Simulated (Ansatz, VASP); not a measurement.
**RbBr in VASP and in Ansatz**

```
Rb Br
1.0
     0.00000    3.99177    3.99177
     3.99177    0.00000    3.99177
     3.99177    3.99177    0.00000
Rb Br
1 1
Direct
  0.00000 0.00000 0.00000
  0.25000 0.25000 0.25000
```

Change from the starting cell: hydrostatic strain +3.2%.

Alike in both runs: task single point; functional r2SCAN; k mesh 6 × 6 × 6; no spin polarisation.

|  | VASP | Ansatz |
| --- | --- | --- |
| version | VASP 6.6.1 | Ansatz 0.2.0 |
| potentials or method | VASP PAW PBE potentials, release 64 (Rb_sv, Br) | plane waves, PAW |
| plane-wave cutoff (eV) | 520 | 500 |
| occupations | gaussian, width 0.01 eV | fixed |
| valence electrons in the cell | 16 | 16 |

```tsv
	VASP	Ansatz	Ansatz less VASP
gap on the k mesh at the Fermi level (eV)	4.55	4.55	0.000
pressure (GPa)	-0.6	-0.6	0.00
```

VASP's potentials were made for PBE, not for r2SCAN.
